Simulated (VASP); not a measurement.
# Ir (Cmcm) in VASP: notebook

Runs on Ir. Level: PBEsol. Tasks: single point.

Everything below comes from runs of VASP 6.6.1. Logs are shortened: lines on timing, memory, paths and dates and some standing lists are left out, and cuts for length are marked.

### 1 The cell of the first run

Symmetry: Cmcm, No. 63, orthorhombic system. Conventional cell: a = 2.751 Å, b = 4.766 Å, c = 4.462 Å, α = 90.00°, β = 90.00°, γ = 90.00°. Within 3.4 Å of Ir (site symmetry m2m) lie 12 Ir at 2.61 to 2.81 Å.

### 2 Single point, PBEsol (atom 1 (Ir) moved by (+0.000, -0.225) A along x and y)

File INCAR:

```
ALGO     = Fast           # electronic algorithm
EDIFF    = 1E-6           # SCF threshold, eV
ENCUT    = 520            # plane-wave cutoff, eV
GGA      = PS             # functional
ISIF     = 2              # what is computed and relaxed
ISMEAR   = 0              # smearing method
LASPH    = True           # aspherical terms in the spheres
LCHARG   = False          # write CHGCAR
LREAL    = False          # projectors in reciprocal space
LWAVE    = False          # write WAVECAR
NBANDS   = 16             # bands
NELM     = 60             # most SCF steps
PREC     = Accurate       # precision mode
SIGMA    = 0.15           # smearing width, eV
```

File KPOINTS:

```
k-points
0
Gamma
  18 18 12
```

File POSCAR:

```
Ir
1.0
    2.7513778946      0.0000000000      0.0000000000
   -1.3756889473      2.3827631521      0.0000000000
    0.0000000000      0.0000000000      4.4622900000
Ir
2
Direct
    0.6194525741      0.2389051482      0.7500000000
    0.3333333333      0.6666666667      0.2500000000
```

Potentials or basis: VASP PAW PBE potentials, release 64 (Ir).

On the command line:

```bash
cat potpaw_PBE.64/Ir/POTCAR > POTCAR
mpirun -np 1 vasp_std > vasp.out
```

OUTCAR:

```text
EDIFF = 1E-6
   ENCUT = 520
   GGA = PS
   ISIF = 2
   ISMEAR = 0
   LASPH = True
   LREAL = False
   NELM = 60
   PREC = Accurate

 ion  position               nearest neighbor table
   1  0.619  0.239  0.750-   2 2.61   2 2.61   2 2.81   2 2.81   2 2.81   2 2.81
   2  0.333  0.667  0.250-   1 2.61   1 2.61   1 2.81   1 2.81   1 2.81   1 2.81

  LATTYP: Found a hexagonal cell.
 ALAT       =     2.7513778946
 C/A-ratio  =     1.6218382828

  Lattice vectors:

 A1 = (   2.7513778946,   0.0000000000,   0.0000000000)
 A2 = (  -1.3756889473,   2.3827631521,   0.0000000000)
 A3 = (   0.0000000000,   0.0000000000,   4.4622900000)

Analysis of symmetry for initial positions (statically):
=====================================================================
 Subroutine PRICEL returns:
 Original cell was already a primitive cell.

 Routine SETGRP: Setting up the symmetry group for a
 hexagonal supercell.

 Subroutine GETGRP returns: Found  8 space group operations
 (whereof  2 operations were pure point group operations)
 out of a pool of 24 trial point group operations.

The static configuration has the point symmetry C_1h.
 The point group associated with its full space group is D_2h.

Analysis of symmetry for dynamics (positions and initial velocities):
=====================================================================
 Subroutine PRICEL returns:
 Original cell was already a primitive cell.

 Routine SETGRP: Setting up the symmetry group for a
 hexagonal supercell.

 Subroutine GETGRP returns: Found  8 space group operations
 (whereof  2 operations were pure point group operations)
 out of a pool of 24 trial point group operations.

The dynamic configuration has the point symmetry C_1h.
 The point group associated with its full space group is D_2h.

 Subroutine INISYM returns: Found  8 space group operations
 (whereof  2 operations are pure point group operations),
 and found     1 'primitive' translations

----------------------------------------------------------------------------------------

                                     Primitive cell

  volume of cell :      29.2542

  direct lattice vectors                    reciprocal lattice vectors
     2.751377895  0.000000000  0.000000000     0.363454254  0.209840411  0.000000000
    -1.375688947  2.382763152  0.000000000     0.000000000  0.419680823  0.000000000
     0.000000000  0.000000000  4.462290000     0.000000000  0.000000000  0.224100182

  length of vectors
     2.751377895  2.751377895  4.462290000     0.419680823  0.419680823  0.224100182

[... 76 lines left out ...]
   LSORBIT =      F    spin-orbit coupling
   LASPH  =      T    aspherical Exc in radial PAW
   ENCUT  =  520.0 eV  38.22 Ry    6.18 a.u.   5.12  5.12  8.30*2*pi/ulx,y,z
   NELM   =     60;   NELMIN=  2; NELMDL= -5     # of ELM steps
   EDIFF  = 0.1E-05   stopping-criterion for ELM
   LREAL  =      F    real-space projection
[... 7 lines left out ...]
   TEBEG  =    0.0;   TEEND  =   0.0 temperature during run
   PSTRESS=    0.0 pullay stress
   NELECT =      18.0000    total number of electrons
   NUPDOWN=      -1.0000    fix difference up-down
   EMIN   =  10.00;   EMAX   =-10.00  energy-range for DOS
   EFERMI =   0.00;   METHOD = LEGACY
   ISMEAR =     0;   SIGMA  =   0.15  broadening in eV -4-tet -1-fermi 0-gaus
   EFERMI_NEDOS =   21; number of points for ismear=-14 and -15
   IALGO  =     68    algorithm
   IMIX   =      4    mixing-type and parameters
     AMIX     =   0.40;   BMIX     =  1.00
     AMIX_MAG =   1.60;   BMIX_MAG =  1.00
  volume/ion in A,a.u.               =      14.63        98.71
  Fermi-wavevector in a.u.,A,eV,Ry     =   1.392417  2.631287 26.379323  1.938826
  Thomas-Fermi vector in A             =   2.516162
   LORBIT       =      0    0 simple, 1 ext, 2 COOP (PROOUT), +10 PAW based schemes
   GGA     = PS    functional components
   LHFCALC =     F    Hartree Fock is set to
   AEXX    =    0.0000 exact exchange contribution
   IVDW    =     0    specifies the selected vdW correction
   LEPSILON=     F    determine dielectric tensor
   LRPA    =     F    only Hartree local field effects (RPA)
 non-spin polarized calculation
 RMM-DIIS sequential band-by-band and
 Gauss-broadening in eV      SIGMA  =   0.15
  energy-cutoff  :      520.00
  volume of cell :       29.25
 maximum number of plane-waves:       801
   NGX = 11   NGY = 11   NGZ = 17

 number of electron      18.0000000 magnetization

 Free energy of the ion-electron system (eV)
  ---------------------------------------------------
  ext. energy  EPLUGINS =         0.00000000
  ---------------------------------------------------
  free energy    TOTEN  =       -19.34082799 eV

  energy without entropy =      -19.30961300  energy(sigma->0) =      -19.32522050

 E-fermi :   9.7901     XC(G=0): -13.9012

 val. band max:        9.7900400346   @ k =   0.3889   0.1111   0.0833
 cond. band min:       9.7904205681   @ k =  -0.2222   0.5000   0.3333
 fundamental gap:      0.0003805335
 Fermi energy:         9.7900683943

 k-point     1 :       0.0000    0.0000    0.0000
  band No.  band energies     occupation
      1      -1.1526      2.00000
      2       1.9285      2.00000
      3       5.6953      2.00000
      4       6.0651      2.00000
      5       6.2760      2.00000
      6       6.5564      2.00000
[... 433 lines left out ...]
      3       5.3233      2.00000
      4       6.0366      2.00000
      5       6.1514      2.00000
      6       6.6428      2.00000
[... 8 lines left out ...]
     15      26.8207      0.00000
     16      26.9502      0.00000

 [... further k-points ...]

------------------------ aborting loop because EDIFF is reached ----------------------------------------

  FORCE on cell =-STRESS in cart. coord.  units (eV):
  Direction    XX          YY          ZZ          XY          YZ          ZX
  --------------------------------------------------------------------------------------
  -------------------------------------------------------------------------------------
  Total       -2.2729791     -1.6197695     -1.2814101      0.0000000      0.0000000      0.0000000
  in kB     -124.4850241    -88.7104697    -70.1794277      0.0000000      0.0000000      0.0000000
  external PRESSURE =     -94.4583072 kB  Pullay stress =       0.0000000 kB

 VOLUME and BASIS-vectors are now :
 -----------------------------------------------------------------------------
  energy-cutoff  :      520.00
  volume of cell :       29.25
      direct lattice vectors                 reciprocal lattice vectors
     2.751377895  0.000000000  0.000000000     0.363454254  0.209840411  0.000000000
    -1.375688947  2.382763152  0.000000000     0.000000000  0.419680823  0.000000000
     0.000000000  0.000000000  4.462290000     0.000000000  0.000000000  0.224100182

 POSITION                                       TOTAL-FORCE (eV/Angst)
 -----------------------------------------------------------------------------------
      1.37569      0.56925      3.34672        -0.000000      1.059283     -0.000000
     -0.00000      1.58851      1.11557         0.000000     -1.059283      0.000000
 -----------------------------------------------------------------------------------
    total drift:                                0.000000      0.000002      0.000000

  FREE ENERGIE OF THE ION-ELECTRON SYSTEM (eV)
  ---------------------------------------------------
  free  energy   TOTEN  =       -19.3408279937 eV

  energy  without entropy=      -19.3096129970  energy(sigma->0) =      -19.32522050
```

OSZICAR:

```text
N       E                     dE             d eps       ncg     rms          rms(c)
DAV:   1     0.139362036054E+03    0.13936E+03   -0.84282E+03 20384   0.113E+03
DAV:   2    -0.168475196444E+02   -0.15621E+03   -0.14056E+03 20408   0.305E+02
DAV:   3    -0.205584265904E+02   -0.37109E+01   -0.36573E+01 28328   0.557E+01
DAV:   4    -0.205993410011E+02   -0.40914E-01   -0.40898E-01 22760   0.498E+00
DAV:   5    -0.206004869172E+02   -0.11459E-02   -0.11459E-02 28696   0.872E-01    0.210E+01
RMM:   6    -0.195218676572E+02    0.10786E+01   -0.12508E+00 20456   0.121E+01    0.800E+00
RMM:   7    -0.193471728684E+02    0.17469E+00   -0.62419E-01 21276   0.583E+00    0.223E+00
RMM:   8    -0.193501536626E+02   -0.29808E-02   -0.75310E-02 23861   0.296E+00    0.191E+00
RMM:   9    -0.193484682581E+02    0.16854E-02   -0.16815E-02 23963   0.931E-01    0.121E+00
RMM:  10    -0.193406308873E+02    0.78374E-02   -0.17160E-02 21488   0.173E+00    0.590E-01
RMM:  11    -0.193409819608E+02   -0.35107E-03   -0.97638E-04 23175   0.316E-01    0.434E-01
RMM:  12    -0.193409940939E+02   -0.12133E-04   -0.32488E-04 25722   0.119E-01    0.376E-01
RMM:  13    -0.193409857448E+02    0.83492E-05   -0.40699E-05 26576   0.394E-02    0.377E-01
RMM:  14    -0.193409401198E+02    0.45625E-04   -0.18762E-05 22701   0.449E-02    0.287E-01
RMM:  15    -0.193408479634E+02    0.92156E-04   -0.18039E-04 32780   0.128E-01    0.898E-02
RMM:  16    -0.193408360263E+02    0.11937E-04   -0.96628E-06 24608   0.330E-02    0.607E-02
RMM:  17    -0.193408276404E+02    0.83859E-05   -0.24289E-05 23658   0.460E-02    0.960E-03
RMM:  18    -0.193408279937E+02   -0.35322E-06   -0.48686E-06 21726   0.153E-02
   1 F= -.19340828E+02 E0= -.19325220E+02  d E =-.312150E-01
```

Wall time 2.1 min (1 thread of Intel Xeon 6975P-C (Granite Rapids), shared host); peak memory 0.35 GiB.

What came out:

```
Free energy            : -19.3408 eV
Pressure               : -9.4 GPa
Largest force          : 1.059 eV/Å
Band gap on the k mesh : zero (bands 9 and 10 overlap by 3.34 eV)
```

Forces in eV/Å, atoms in the order of the input:
```
Ir   0.000  1.059  0.000
Ir   0.000 -1.059  0.000
```

Stress tensor (GPa, compression positive):
```
-12.45   0.00   0.00
  0.00  -8.87   0.00
  0.00   0.00  -7.02
```

Caveat: the cell differs from its parent crystal (atom 1 (Ir) moved by (+0.000, -0.225) A along x and y); the cell stands under tension; the PAW data sets were made with another functional, which shifts forces and pressure a little; spin-orbit coupling is left out, which moves the levels of the heavy elements.

[end of part 1 of 2]
